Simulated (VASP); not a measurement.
Input of a VASP 6.6.1 run:

The input INCAR:

```
PREC = Accurate
ENCUT = 520
EDIFF = 1E-6
ISMEAR = 0
SIGMA = 0.15
LREAL = False
LASPH = True
NELM = 150
ALGO = Normal
ISIF = 2
LWAVE = False
LCHARG = False
ISPIN = 2
MAGMOM = 0 0.75
LORBIT = 11
LMAXMIX = 4
GGA = PS
NBANDS = 16
```

The input KPOINTS:

```
regular mesh
0
Gamma
  18 18 18
```

File POSCAR:

```
AlFe
1.0
    2.9892951811      0.0000000000      0.0000000000
    0.0000000000      2.9892951811      0.0000000000
    0.0000000000      0.0000000000      2.9892951811
Al Fe
1 1
Direct
    0.0000000000      0.0000000000      0.0000000000
    0.5000000000      0.5000000000      0.5000000000
```

Potentials or basis: VASP PAW PBE potentials, release 64 (Al, Fe).

Run with:

```sh
$ cat potpaw_PBE.64/Al/POTCAR potpaw_PBE.64/Fe/POTCAR > POTCAR
$ mpirun -np 1 vasp_std > vasp.out
```

Estimate the pressure.

-20.1 GPa.

Estimate the net moment.

0.79 μB per cell.

Caveat: the cell stands under tension; the PAW data sets were made with another functional, which shifts forces and pressure a little.
